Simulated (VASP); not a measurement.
# Ti3H in VASP: relaxation of the atoms with PBE

Aim: the relaxation of the atoms of Ti3H with PBE.

Everything below comes from runs of VASP 6.6.1. Logs are shortened: lines on timing, memory, paths and dates and some standing lists are left out, and cuts for length are marked.

**1. The cell of the first run**

The cell holds a slab with vacuum, 4 atoms: a = 2.908 Å, b = 2.908 Å, c = 19.994 Å, α = 90.00°, β = 90.00°, γ = 120.00°.

**2. Relaxation of the atoms, PBE**

INCAR reads:

```
SYSTEM = Ti3H
  ALGO = Normal
  DIPOL = 0.5 0.5 0.356
  EDIFF = 1E-6
  EDIFFG = -0.025
  ENCUT = 520
  GGA = PE
  IBRION = 2
  IDIPOL = 3
  ISIF = 2
  ISMEAR = 0
  LASPH = .TRUE.
  LCHARG = .FALSE.
  LDIPOL = .TRUE.
  LREAL = .FALSE.
  LWAVE = .FALSE.
  NELM = 100
  NSW = 36
  PREC = Accurate
  SIGMA = 0.1
```

KPOINTS reads:

```
k-points
0
G
  9 9 1
  0 0 0
```

POSCAR reads:

```
Ti3H
1.0
    2.9075446931      0.0000000000      0.0000000000
   -1.4537723466      2.5180075669      0.0000000000
    0.0000000000      0.0000000000     19.9935258482
Ti H
3 1
Selective dynamics
Direct
    0.6666666667      0.3333333333      0.2000647625  F F F
    0.3333333333      0.6666666667      0.3124429306  F F F
    0.0000000000      0.0000000000      0.4248138079  F F F
    0.5000000000      0.3333333333      0.4854124181  F F T
```

Potentials or basis: VASP PAW PBE potentials, release 64 (Ti_sv, H).

On the command line:

```console
cat potpaw_PBE.64/Ti_sv/POTCAR potpaw_PBE.64/H/POTCAR > POTCAR
mpirun -np 1 vasp_std > vasp.out
```

OUTCAR:

```text
SYSTEM = Ti3H
   EDIFF = 1E-6
   EDIFFG = -0.025
   ENCUT = 520
   GGA = PE
   IBRION = 2
   ISIF = 2
   ISMEAR = 0
   LASPH = .TRUE.
   LREAL = .FALSE.
   NELM = 100
   NSW = 36
   PREC = Accurate

 ion  position               nearest neighbor table
   1  0.667  0.333  0.200-   2 2.80   2 2.80   2 2.80
   2  0.333  0.667  0.312-   3 2.80   3 2.80   3 2.80   1 2.80   1 2.80   1 2.80
   3  0.000  0.000  0.425-   4 1.76   2 2.80   2 2.80   2 2.80
   4  0.500  0.333  0.485-   3 1.76

  LATTYP: Found a hexagonal cell.
 ALAT       =     2.9075446931
 C/A-ratio  =     6.8764294133

  Lattice vectors:

 A1 = (   2.9075446931,   0.0000000000,   0.0000000000)
 A2 = (  -1.4537723466,   2.5180075669,   0.0000000000)
 A3 = (   0.0000000000,   0.0000000000,  19.9935258482)

Analysis of symmetry for initial positions (statically):
=====================================================================
 Subroutine PRICEL returns:
 Original cell was already a primitive cell.

 Routine SETGRP: Setting up the symmetry group for a
 hexagonal supercell.

 Subroutine GETGRP returns: Found  1 space group operations
 (whereof  1 operations were pure point group operations)
 out of a pool of 24 trial point group operations.

The static configuration has the point symmetry C_1 .

Analysis of symmetry for dynamics (positions and initial velocities):
=====================================================================
 Subroutine PRICEL returns:
 Original cell was already a primitive cell.

 Routine SETGRP: Setting up the symmetry group for a
 hexagonal supercell.

 Subroutine GETGRP returns: Found  1 space group operations
 (whereof  1 operations were pure point group operations)
 out of a pool of 24 trial point group operations.

The dynamic configuration has the point symmetry C_1 .

Analysis of constrained symmetry for selective dynamics:
=====================================================================
 Subroutine PRICEL returns:
 Original cell was already a primitive cell.

 Routine SETGRP: Setting up the symmetry group for a
 hexagonal supercell.

 Subroutine GETGRP returns: Found  1 space group operations
 (whereof  1 operations were pure point group operations)
 out of a pool of 24 trial point group operations.

The constrained configuration has the point symmetry C_1 .

 Subroutine INISYM returns: Found  1 space group operations
 (whereof  1 operations are pure point group operations),
 and found     1 'primitive' translations

----------------------------------------------------------------------------------------

                                     Primitive cell

  volume of cell :     146.3770

  direct lattice vectors                    reciprocal lattice vectors
     2.907544693  0.000000000  0.000000000     0.343932804  0.198569697  0.000000000
    -1.453772347  2.518007567  0.000000000     0.000000000  0.397139394  0.000000000
     0.000000000  0.000000000 19.993525848     0.000000000  0.000000000  0.050016191

  length of vectors
     2.907544693  2.907544693 19.993525848     0.397139394  0.397139394  0.050016191

  position of ions in fractional coordinates (direct lattice)
     0.666666667  0.333333333  0.200064762
     0.333333333  0.666666667  0.312442931
     0.000000000  0.000000000  0.424813808
     0.500000000  0.333333333  0.485412418

  ion indices of the primitive-cell ions
   primitive index   ion index
                 1           1
                 2           2
                 3           3
                 4           4

----------------------------------------------------------------------------------------

 KPOINTS: k-points

Automatic generation of k-mesh.
 Grid dimensions read from file:
 generate k-points for:    9    9    1

 Generating k-lattice:

[... 21 lines left out ...]
 -0.111111  0.111111  0.000000      2.000000
  0.222222 -0.000000  0.000000      2.000000
  0.000000  0.222222  0.000000      2.000000
[... 16 lines left out ...]
  0.333333  0.111111  0.000000      2.000000
 -0.111111  0.444444  0.000000      2.000000
 [... further k-points ...]
   k-points           NKPTS =     41   k-points in BZ     NKDIM =     41   number of bands    NBANDS=     22
   number of dos      NEDOS =    301   number of ions     NIONS =      4
   total plane-waves  NPLWV =  86400
   dimension x,y,z NGX =    24 NGY =   24 NGZ =  150
   dimension x,y,z NGXF=    48 NGYF=   48 NGZF=  300
   ions per type =               3   1
   NGX,Y,Z   is equivalent  to a cutoff of  13.72, 13.72, 12.47 a.u.
   NGXF,Y,Z  is equivalent  to a cutoff of  27.45, 27.45, 24.94 a.u.
 SYSTEM =  Ti3H
   PREC   = accura    normal or accurate (medium, high low for compatibility)
   ISTART =      0    job   : 0-new  1-cont  2-samecut
   ICHARG =      2    charge: 1-file 2-atom 10-const
   ISPIN  =      1    spin polarized calculation?
   LNONCOLLINEAR =      F non collinear calculations
   LSORBIT =      F    spin-orbit coupling
   LASPH  =      T    aspherical Exc in radial PAW
   ENCUT  =  520.0 eV  38.22 Ry    6.18 a.u.   5.41  5.41 37.17*2*pi/ulx,y,z
   NELM   =    100;   NELMIN=  2; NELMDL= -5     # of ELM steps
   EDIFF  = 0.1E-05   stopping-criterion for ELM
   LREAL  =      F    real-space projection
   EDIFFG = -.3E-01   stopping-criterion for IOM
   NSW    =     36    number of steps for IOM
   IBRION =      2    ionic relax: 0-MD 1-quasi-New 2-CG
   NFREE  =      1    steps in history (QN), initial steepest desc. (CG)
   ISIF   =      2    stress and relaxation
   ISYM   =      2    0-nonsym 1-usesym 2-fastsym
   POTIM  = 0.5000    time-step for ionic-motion
   TEBEG  =    0.0;   TEEND  =   0.0 temperature during run
   PSTRESS=    0.0 pullay stress
   NELECT =      37.0000    total number of electrons
   NUPDOWN=      -1.0000    fix difference up-down
   EMIN   =  10.00;   EMAX   =-10.00  energy-range for DOS
   EFERMI =   0.00;   METHOD = LEGACY
   ISMEAR =     0;   SIGMA  =   0.10  broadening in eV -4-tet -1-fermi 0-gaus
   EFERMI_NEDOS =   21; number of points for ismear=-14 and -15
   IALGO  =     38    algorithm
   IMIX   =      4    mixing-type and parameters
     AMIX     =   0.40;   BMIX     =  1.00
     AMIX_MAG =   1.60;   BMIX_MAG =  1.00
  volume/ion in A,a.u.               =      36.59       246.95
  Fermi-wavevector in a.u.,A,eV,Ry     =   1.035105  1.956065 14.577862  1.071443
  Thomas-Fermi vector in A             =   2.169432
   LORBIT       =      0    0 simple, 1 ext, 2 COOP (PROOUT), +10 PAW based schemes
   GGA     = PE    functional components
   LHFCALC =     F    Hartree Fock is set to
   AEXX    =    0.0000 exact exchange contribution
   IVDW    =     0    specifies the selected vdW correction
   LEPSILON=     F    determine dielectric tensor
   LRPA    =     F    only Hartree local field effects (RPA)
 conjugate gradient relaxation of ions
 non-spin polarized calculation
 Gauss-broadening in eV      SIGMA  =   0.10
  energy-cutoff  :      520.00
  volume of cell :      146.38
 maximum number of plane-waves:      4011
 NGX is ok and might be reduce to    24
   NGX = 11   NGY = 11   NGZ = 75

 dipolmoment           0.000000      0.000000     -0.150337 electrons x Angstroem

--------------------------------------- Ionic step        1  -------------------------------------------

 number of electron      36.9999994 magnetization

 Free energy of the ion-electron system (eV)
  ---------------------------------------------------
  ext. energy  EPLUGINS =         0.00000000
  ---------------------------------------------------
  free energy    TOTEN  =       -25.81033156 eV

  energy without entropy =      -25.78767159  energy(sigma->0) =      -25.79900158

------------------------ aborting loop because EDIFF is reached ----------------------------------------

  FORCE on cell =-STRESS in cart. coord.  units (eV):
  Direction    XX          YY          ZZ          XY          YZ          ZX
  --------------------------------------------------------------------------------------
  -------------------------------------------------------------------------------------
  Total        0.1187515     -0.0838061      0.4340106      0.6178294      0.7744160      1.4616905
  in kB        1.2998007     -0.9173044      4.7504863      6.7624848      8.4764129     15.9990130
  external PRESSURE =       1.7109942 kB  Pullay stress =       0.0000000 kB
[... 27 lines left out ...]
 number of electron      36.9999993 magnetization

------------------------ aborting loop because EDIFF is reached ----------------------------------------

 vacuum level on the upper side and lower side of the slab       (xc-potential included)        -0.113        -0.407

  FORCE on cell =-STRESS in cart. coord.  units (eV):
  Direction    XX          YY          ZZ          XY          YZ          ZX
  --------------------------------------------------------------------------------------
  -------------------------------------------------------------------------------------
  Total        0.0995502     -0.1017027      0.3997334      0.6006196      0.7624613      1.4448916
  in kB        1.0896317     -1.1131923      4.3753041      6.5741140      8.3455617     15.8151396
  external PRESSURE =       1.4505812 kB  Pullay stress =       0.0000000 kB
[... 25 lines left out ...]
--------------------------------------- Ionic step        3  -------------------------------------------

 number of electron      36.9999993 magnetization

 dipolmoment           0.000000      0.000000      0.012810 electrons x Angstroem

 Free energy of the ion-electron system (eV)
  ---------------------------------------------------
  ext. energy  EPLUGINS =         0.00000000
  ---------------------------------------------------
  free energy    TOTEN  =       -25.81175897 eV

  energy without entropy =      -25.78915158  energy(sigma->0) =      -25.80045528

 E-fermi :   0.1355     XC(G=0):  -5.1301

 val. band max:        0.0474776179   @ k =   0.0000   0.0000   0.0000
 cond. band min:       0.1510746634   @ k =   0.3333  -0.0000   0.0000
 fundamental gap:      0.1035970456
 Fermi energy:         0.1355027532

 k-point     1 :       0.0000    0.0000    0.0000
  band No.  band energies     occupation
      1     -56.7686      2.00000
      2     -56.7025      2.00000
      3     -56.3845      2.00000
      4     -33.2337      2.00000
      5     -33.0260      2.00000
      6     -32.7151      2.00000
[... 589 lines left out ...]
     21       0.8412      0.00000
     22       1.0574      0.00000

 [... further k-points ...]

------------------------ aborting loop because EDIFF is reached ----------------------------------------

 vacuum level on the upper side and lower side of the slab       (xc-potential included)         0.037        -0.356

  FORCE on cell =-STRESS in cart. coord.  units (eV):
  Direction    XX          YY          ZZ          XY          YZ          ZX
  --------------------------------------------------------------------------------------
  -------------------------------------------------------------------------------------
  Total        0.0433211     -0.1544491      0.2864645      0.5565882      0.7297899      1.3995768
  in kB        0.4741739     -1.6905312      3.1355132      6.0921669      7.9879546     15.3191443
  external PRESSURE =       0.6397186 kB  Pullay stress =       0.0000000 kB
[... 19 lines left out ...]
  FREE ENERGIE OF THE ION-ELECTRON SYSTEM (eV)
  ---------------------------------------------------
  free  energy   TOTEN  =       -25.8117589731 eV

  energy  without entropy=      -25.7891515830  energy(sigma->0) =      -25.80045528

 reached required accuracy - stopping structural energy minimisation

 vacuum level on the upper side and lower side of the slab         4.973         4.482
```

Run time: 4.5 min. Hardware: 1 thread of Intel Xeon Platinum 8488C (Sapphire Rapids), shared host; peak memory 0.35 GiB.

Results:

| Quantity | Value |
| --- | --- |
| Free energy | -25.8118 eV |
| Energy gained by relaxing | 0.4 meV/atom |
| Ionic steps | 3 |
| Band gap on the k mesh | zero (an odd number of electrons rules out a gap without spin polarisation) |

The path:
```
step  energy change (eV)  largest force on free atoms (eV/Å)  pressure (GPa)
   1              0.0000                              0.1235            0.17
   2             -0.0006                              0.0914            0.15
   3             -0.0014                              0.0022            0.06
```

Final structure:
```cif
data_structure
_symmetry_space_group_name_H-M 'P 1'
_symmetry_Int_Tables_number 1
_cell_length_a 2.9075
_cell_length_b 2.9075
_cell_length_c 19.9935
_cell_angle_alpha 90.000
_cell_angle_beta 90.000
_cell_angle_gamma 120.000
_cell_volume 146.38
loop_
_atom_site_label
_atom_site_type_symbol
_atom_site_fract_x
_atom_site_fract_y
_atom_site_fract_z
_atom_site_occupancy
Ti1 Ti 0.66667 0.33333 0.20006 1
Ti2 Ti 0.33333 0.66667 0.31244 1
Ti3 Ti 0.00000 0.00000 0.42481 1
H1 H 0.50000 0.33333 0.48656 1
```

The gap in the log of VASP goes by the Fermi energy; the results here count the filled bands.